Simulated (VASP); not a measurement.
# TiAl (P4/mmm) in VASP: notebook

TiAl is run at these levels: LDA; tasks: single point.

Program: VASP 6.6.1. These are calculated values, not measurements. Logs are shortened: lines on timing, memory, paths and dates and some standing lists are left out, and cuts for length are marked.

**1. The cell of the first run**

It takes space group P4/mmm (No. 123, tetragonal). Conventional cell: a = 2.709 Å, b = 2.709 Å, c = 3.782 Å, α = 90.00°, β = 90.00°, γ = 90.00°. Ti (site symmetry 4/mmm) has 8 Al at 2.69 Å and 4 Ti at 2.71 Å within 3.5 Å. Al (site symmetry 4/mmm) has 8 Ti at 2.69 Å and 4 Al at 2.71 Å within 3.5 Å.

**2. Single point, LDA (13.87 Å³/atom)**

INCAR

```
SYSTEM = TiAl
PREC = Accurate
ENCUT = 520
EDIFF = 1E-6
ISMEAR = 0
SIGMA = 0.15
LREAL = .False.
LASPH = .True.
NELM = 100
ALGO = Fast
ISIF = 2
LWAVE = .False.
LCHARG = .False.
NBANDS = 14
```

KPOINTS

```
regular mesh
0
Gamma
  16 16 16
  0 0 0
```

POSCAR

```
TiAl
1.0
    2.7086376827      0.0000000000      0.0000000000
    0.0000000000      2.7086376827      0.0000000000
    0.0000000000      0.0000000000      3.7817999325
Ti Al
1 1
Direct
    0.0000000000      0.0000000000      0.0000000000
    0.5000000000      0.5000000000      0.5000000000
```

Potentials or basis: VASP PAW LDA potentials, release 64 (Ti_sv, Al).

Started as:

```
> cat potpaw_LDA.64/Ti_sv/POTCAR potpaw_LDA.64/Al/POTCAR > POTCAR
> mpirun -np 1 vasp_std > vasp.out
```

OUTCAR:

```text
SYSTEM = TiAl
   PREC = Accurate
   ENCUT = 520
   EDIFF = 1E-6
   ISMEAR = 0
   LREAL = .False.
   LASPH = .True.
   NELM = 100
   ISIF = 2

 ion  position               nearest neighbor table
   1  0.000  0.000  0.000-   2 2.69   2 2.69   2 2.69   2 2.69   2 2.69   2 2.69   2 2.69   2 2.69

   2  0.500  0.500  0.500-   1 2.69   1 2.69   1 2.69   1 2.69   1 2.69   1 2.69   1 2.69   1 2.69

  LATTYP: Found a simple tetragonal cell.
 ALAT       =     2.7086376827
 C/A-ratio  =     1.3962000000

  Lattice vectors:

 A1 = (   2.7086376827,   0.0000000000,   0.0000000000)
 A2 = (   0.0000000000,   2.7086376827,   0.0000000000)
 A3 = (   0.0000000000,   0.0000000000,   3.7817999325)

Analysis of symmetry for initial positions (statically):
=====================================================================
 Subroutine PRICEL returns:
 Original cell was already a primitive cell.

 Routine SETGRP: Setting up the symmetry group for a
 simple tetragonal supercell.

 Subroutine GETGRP returns: Found 16 space group operations
 (whereof 16 operations were pure point group operations)
 out of a pool of 16 trial point group operations.

The static configuration has the point symmetry D_4h.

Analysis of symmetry for dynamics (positions and initial velocities):
=====================================================================
 Subroutine PRICEL returns:
 Original cell was already a primitive cell.

 Routine SETGRP: Setting up the symmetry group for a
 simple tetragonal supercell.

 Subroutine GETGRP returns: Found 16 space group operations
 (whereof 16 operations were pure point group operations)
 out of a pool of 16 trial point group operations.

The dynamic configuration has the point symmetry D_4h.

 Subroutine INISYM returns: Found 16 space group operations
 (whereof 16 operations are pure point group operations),
 and found     1 'primitive' translations

----------------------------------------------------------------------------------------

                                     Primitive cell

  volume of cell :      27.7460

  direct lattice vectors                    reciprocal lattice vectors
     2.708637683  0.000000000  0.000000000     0.369189282  0.000000000  0.000000000
     0.000000000  2.708637683  0.000000000     0.000000000  0.369189282  0.000000000
     0.000000000  0.000000000  3.781799932     0.000000000  0.000000000  0.264424353

  length of vectors
     2.708637683  2.708637683  3.781799932     0.369189282  0.369189282  0.264424353

  position of ions in fractional coordinates (direct lattice)
     0.000000000  0.000000000  0.000000000
     0.500000000  0.500000000  0.500000000

  ion indices of the primitive-cell ions
   primitive index   ion index
                 1           1
                 2           2

----------------------------------------------------------------------------------------

 KPOINTS: regular mesh

Automatic generation of k-mesh.
 Grid dimensions read from file:
 generate k-points for:   16   16   16

 Generating k-lattice:

  Cartesian coordinates                     Fractional coordinates (reciprocal lattice)
     0.023074330  0.000000000  0.000000000     0.062500000  0.000000000  0.000000000
     0.000000000  0.023074330  0.000000000     0.000000000  0.062500000  0.000000000
     0.000000000  0.000000000  0.016526522     0.000000000  0.000000000  0.062500000

  Length of vectors
     0.023074330  0.023074330  0.016526522

  Shift w.r.t. Gamma in fractional coordinates (k-lattice)
     0.000000000  0.000000000  0.000000000

 Subroutine IBZKPT returns following result:
 ===========================================

 Found    405 irreducible k-points:

 Following reciprocal coordinates:
            Coordinates               Weight
  0.000000  0.000000  0.000000      1.000000
  0.062500  0.000000  0.000000      4.000000
  0.125000  0.000000  0.000000      4.000000
  0.187500  0.000000  0.000000      4.000000
  0.250000  0.000000  0.000000      4.000000
  0.312500  0.000000  0.000000      4.000000
[... 16 lines left out ...]
  0.437500  0.125000  0.000000      8.000000
  0.500000  0.125000  0.000000      4.000000
 [... further k-points ...]
   k-points           NKPTS =    405   k-points in BZ     NKDIM =    405   number of bands    NBANDS=     14
   number of dos      NEDOS =    301   number of ions     NIONS =      2
   total plane-waves  NPLWV =  11200
   dimension x,y,z NGX =    20 NGY =   20 NGZ =   28
   dimension x,y,z NGXF=    40 NGYF=   40 NGZF=   56
   ions per type =               1   1
   NGX,Y,Z   is equivalent  to a cutoff of  12.28, 12.28, 12.31 a.u.
   NGXF,Y,Z  is equivalent  to a cutoff of  24.55, 24.55, 24.62 a.u.
 SYSTEM =  TiAl
   PREC   = accura    normal or accurate (medium, high low for compatibility)
   ISTART =      0    job   : 0-new  1-cont  2-samecut
   ICHARG =      2    charge: 1-file 2-atom 10-const
   ISPIN  =      1    spin polarized calculation?
   LNONCOLLINEAR =      F non collinear calculations
   LSORBIT =      F    spin-orbit coupling
   LASPH  =      T    aspherical Exc in radial PAW
   ENCUT  =  520.0 eV  38.22 Ry    6.18 a.u.   5.04  5.04  7.03*2*pi/ulx,y,z
   NELM   =    100;   NELMIN=  2; NELMDL= -5     # of ELM steps
   EDIFF  = 0.1E-05   stopping-criterion for ELM
   LREAL  =      F    real-space projection
   EDIFFG = 0.1E-04   stopping-criterion for IOM
   NSW    =      0    number of steps for IOM
   IBRION =     -1    ionic relax: 0-MD 1-quasi-New 2-CG
   NFREE  =      0    steps in history (QN), initial steepest desc. (CG)
   ISIF   =      2    stress and relaxation
   ISYM   =      2    0-nonsym 1-usesym 2-fastsym
   POTIM  = 0.5000    time-step for ionic-motion
   TEBEG  =    0.0;   TEEND  =   0.0 temperature during run
   PSTRESS=    0.0 pullay stress
   NELECT =      15.0000    total number of electrons
   NUPDOWN=      -1.0000    fix difference up-down
   EMIN   =  10.00;   EMAX   =-10.00  energy-range for DOS
   EFERMI =   0.00;   METHOD = LEGACY
   ISMEAR =     0;   SIGMA  =   0.15  broadening in eV -4-tet -1-fermi 0-gaus
   EFERMI_NEDOS =   21; number of points for ismear=-14 and -15
   IALGO  =     68    algorithm
   IMIX   =      4    mixing-type and parameters
     AMIX     =   0.40;   BMIX     =  1.00
     AMIX_MAG =   1.60;   BMIX_MAG =  1.00
  volume/ion in A,a.u.               =      13.87        93.62
  Fermi-wavevector in a.u.,A,eV,Ry     =   1.333640  2.520213 24.199246  1.778594
  Thomas-Fermi vector in A             =   2.462482
   LORBIT       =      0    0 simple, 1 ext, 2 COOP (PROOUT), +10 PAW based schemes
   GGA     = CA    functional components
   LHFCALC =     F    Hartree Fock is set to
   AEXX    =    0.0000 exact exchange contribution
   IVDW    =     0    specifies the selected vdW correction
   LEPSILON=     F    determine dielectric tensor
   LRPA    =     F    only Hartree local field effects (RPA)
 non-spin polarized calculation
 RMM-DIIS sequential band-by-band and
 Gauss-broadening in eV      SIGMA  =   0.15
  energy-cutoff  :      520.00
  volume of cell :       27.75
 maximum number of plane-waves:       768
   NGX = 11   NGY = 11   NGZ = 15

 number of electron      15.0000005 magnetization

 Free energy of the ion-electron system (eV)
  ---------------------------------------------------
  ext. energy  EPLUGINS =         0.00000000
  ---------------------------------------------------
  free energy    TOTEN  =       -13.46389822 eV

  energy without entropy =      -13.44535215  energy(sigma->0) =      -13.45462518

 E-fermi :   9.8145     XC(G=0): -11.9611

 val. band max:        9.8140114994   @ k =   0.5000   0.1250   0.1875
 cond. band min:       9.8164429562   @ k =   0.3750   0.3750   0.0000
 fundamental gap:      0.0024314568
 Fermi energy:         9.8144896239

 k-point     1 :       0.0000    0.0000    0.0000
  band No.  band energies     occupation
      1     -45.7945      2.00000
      2     -22.5973      2.00000
      3     -22.0374      2.00000
      4     -22.0374      2.00000
      5       0.1486      2.00000
      6       7.6746      2.00000
      7       8.7148      2.00000
      8      10.1198      0.00400
      9      12.2791      0.00000
     10      12.2791      0.00000
     11      13.5914      0.00000
     12      17.6091      0.00000
     13      18.9582      0.00000
     14      18.9582      0.00000

 k-point     2 :       0.0625    0.0000    0.0000
  band No.  band energies     occupation
      1     -45.7907      2.00000
      2     -22.5938      2.00000
      3     -22.0666      2.00000
      4     -22.0349      2.00000
      5       0.2339      2.00000
      6       7.7435      2.00000
      7       8.7521      2.00000
      8       9.9725      0.13634
      9      12.2955      0.00000
     10      12.4364      0.00000
     11      13.4936      0.00000
     12      17.5916      0.00000
     13      17.7277      0.00000
     14      19.0747      0.00000

 k-point     3 :       0.1250    0.0000    0.0000
  band No.  band energies     occupation
      1     -45.7799      2.00000
      2     -22.5836      2.00000
      3     -22.1489      2.00000
      4     -22.0278      2.00000
      5       0.4873      2.00000
      6       7.9352      2.00000
      7       8.8422      2.00000
      8       9.6226      1.92952
      9      12.3425      0.00000
     10      12.8239      0.00000
     11      13.2319      0.00000
     12      16.2450      0.00000
     13      17.5554      0.00000
     14      19.4006      0.00000

 k-point     4 :       0.1875    0.0000    0.0000
  band No.  band energies     occupation
      1     -45.7636      2.00000
      2     -22.5684      2.00000
      3     -22.2708      2.00000
      4     -22.0170      2.00000
      5       0.9019      2.00000
      6       8.2059      2.00000
      7       8.9037      2.00000
      8       9.2020      2.00000
      9      12.4139      0.00000
     10      12.8774      0.00000
     11      13.3296      0.00000
     12      14.9736      0.00000
     13      17.4618      0.00000
     14      19.8885      0.00000

 k-point     5 :       0.2500    0.0000    0.0000
  band No.  band energies     occupation
      1     -45.7444      2.00000
      2     -22.5504      2.00000
      3     -22.4123      2.00000
      4     -22.0043      2.00000
      5       1.4676      2.00000
      6       8.4356      2.00000
      7       8.7885      2.00000
      8       8.8243      2.00000
      9      12.4999      0.00000
     10      12.5015      0.00000
     11      13.9004      0.00000
[... 276 lines left out ...]
 k-point    22 :       0.3750    0.1250    0.0000
  band No.  band energies     occupation
      1     -45.6945      2.00000
      2     -22.6525      2.00000
      3     -22.5041      2.00000
      4     -22.0856      2.00000
      5       3.2909      2.00000
      6       7.3137      2.00000
      7       8.3119      2.00000
      8       9.5138      1.99542
      9      11.4433      0.00000
     10      11.7836      0.00000
     11      14.2529      0.00000
     12      16.1085      0.00000
     13      17.1603      0.00000
     14      19.4887      0.00000

 k-point    23 :       0.4375    0.1250    0.0000
  band No.  band energies     occupation
      1     -45.6836      2.00000
      2     -22.7288      2.00000
      3     -22.4939      2.00000
      4     -22.0776      2.00000
      5       4.2139      2.00000
      6       6.2856      2.00000
      7       8.1492      2.00000
      8       9.7549      1.42547
      9      11.1511      0.00000
     10      11.8556      0.00000
     11      14.7115      0.00000
     12      16.6916      0.00000
     13      16.8793      0.00000
     14      19.5882      0.00000

 k-point    24 :       0.5000    0.1250    0.0000
  band No.  band energies     occupation
      1     -45.6797      2.00000
      2     -22.7554      2.00000
      3     -22.4903      2.00000
      4     -22.0748      2.00000
      5       5.1490      2.00000
      6       5.3038      2.00000
      7       8.0931      2.00000
      8       9.8618      0.65585
      9      11.0273      0.00000
     10      11.8829      0.00000
     11      14.9575      0.00000
     12      16.7245      0.00000
     13      16.9858      0.00000
     14      19.1276      0.00000

 [... further k-points ...]
[... 5 lines left out ...]
  --------------------------------------------------------------------------------------
  -------------------------------------------------------------------------------------
  Total        2.4861667      2.4861667      2.8626364      0.0000000      0.0000000      0.0000000
  in kB      143.5623124    143.5623124    165.3013457      0.0000000      0.0000000      0.0000000
  external PRESSURE =     150.8086568 kB  Pullay stress =       0.0000000 kB

 VOLUME and BASIS-vectors are now :
 -----------------------------------------------------------------------------
  energy-cutoff  :      520.00
  volume of cell :       27.75
      direct lattice vectors                 reciprocal lattice vectors
     2.708637683  0.000000000  0.000000000     0.369189282  0.000000000  0.000000000
     0.000000000  2.708637683  0.000000000     0.000000000  0.369189282  0.000000000
     0.000000000  0.000000000  3.781799932     0.000000000  0.000000000  0.264424353

 POSITION                                       TOTAL-FORCE (eV/Angst)
 -----------------------------------------------------------------------------------
      0.00000      0.00000      0.00000         0.000000      0.000000      0.000000
      1.35432      1.35432      1.89090         0.000000      0.000000      0.000000
 -----------------------------------------------------------------------------------
    total drift:                                0.000000      0.000000     -0.000000

  FREE ENERGIE OF THE ION-ELECTRON SYSTEM (eV)
  ---------------------------------------------------
  free  energy   TOTEN  =       -13.4638982231 eV

  energy  without entropy=      -13.4453521469  energy(sigma->0) =      -13.45462518
```

Wall time 3.1 min (1 thread of Intel Xeon 6975P-C (Granite Rapids), shared host); peak memory 0.26 GiB.

Results:

```
Free energy            : -13.4639 eV
Pressure               : 15.1 GPa
Band gap on the k mesh : zero (an odd number of electrons rules out a gap without spin polarisation)
```

Stress tensor (GPa, compression positive):
```
14.36  0.00  0.00
 0.00 14.36  0.00
 0.00  0.00 16.53
```

Caveat: the cell stands under pressure.

(Continued in part 2 of 2.)
